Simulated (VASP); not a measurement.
Set up this calculation in VASP 6.6.1, as the native input.

| Quantity | Value |
| --- | --- |
| Task | single point |
| Functional | PBEsol |
| Potentials or basis | VASP PAW PBE potentials, release 64 (Ti_sv, C) |
| Cutoff | 520 eV |
| k mesh | 18 × 18 × 18 |
| Occupations | gaussian, width 0.15 eV |
| Spin | no spin polarisation |
| Dipole correction | no |
| Further INCAR settings | ALGO = Normal; EDIFF = 1e-06; NBANDS = 15 |

The structure of TiC lies in POSCAR:

```
TiC
1.0
    0.0000000000      2.0990800000      2.0990800000
    2.0990800000      0.0000000000      2.0990800000
    2.0990800000      2.0990800000      0.0000000000
Ti C
1 1
Direct
    0.0000000000      0.0000000000      0.0000000000
    0.5000000000      0.5000000000      0.5000000000
```

This cell differs from its parent crystal: strain -0.030 along x and y, -0.030 along z.

These files were run (other wordings do the same):

INCAR

```
SYSTEM = TiC
PREC     = Accurate       ! precision mode
ENCUT    = 520            ! plane-wave cutoff, eV
EDIFF    = 1E-6           ! SCF threshold, eV
ISMEAR   = 0              ! smearing method
SIGMA    = 0.15           ! smearing width, eV
LREAL    = .False.        ! projectors in reciprocal space
LASPH    = .True.         ! aspherical terms in the spheres
NELM     = 80             ! most SCF steps
ALGO     = Normal         ! electronic algorithm
ISIF     = 2              ! what is computed and relaxed
LWAVE    = .False.        ! write WAVECAR
LCHARG   = .False.        ! write CHGCAR
GGA      = PS             ! functional
NBANDS   = 15             ! bands
```

KPOINTS

```
regular mesh
0
Gamma
  18 18 18
  0 0 0
```

Potentials or basis: VASP PAW PBE potentials, release 64 (Ti_sv, C).

The run is started by

```bash
$ cat potpaw_PBE.64/Ti_sv/POTCAR potpaw_PBE.64/C/POTCAR > POTCAR
$ mpirun -np 1 vasp_std > vasp.out
```

Results of the run:

```json
{
  "Pressure": "20.7 GPa",
  "Band gap on the k mesh": "zero (bands 8 and 9 overlap by 1.11 eV)"
}
```

Caveat: the cell differs from its parent crystal (strain -0.030 along x and y, -0.030 along z); the cell stands under pressure; the PAW data sets were made with another functional, which shifts forces and pressure a little.

It took 50 s on 1 thread of Intel(R) Xeon(R) Platinum 8259CL CPU @ 2.50GHz (Skylake/Cascade Lake) (shared host), peak memory 0.18 GiB.
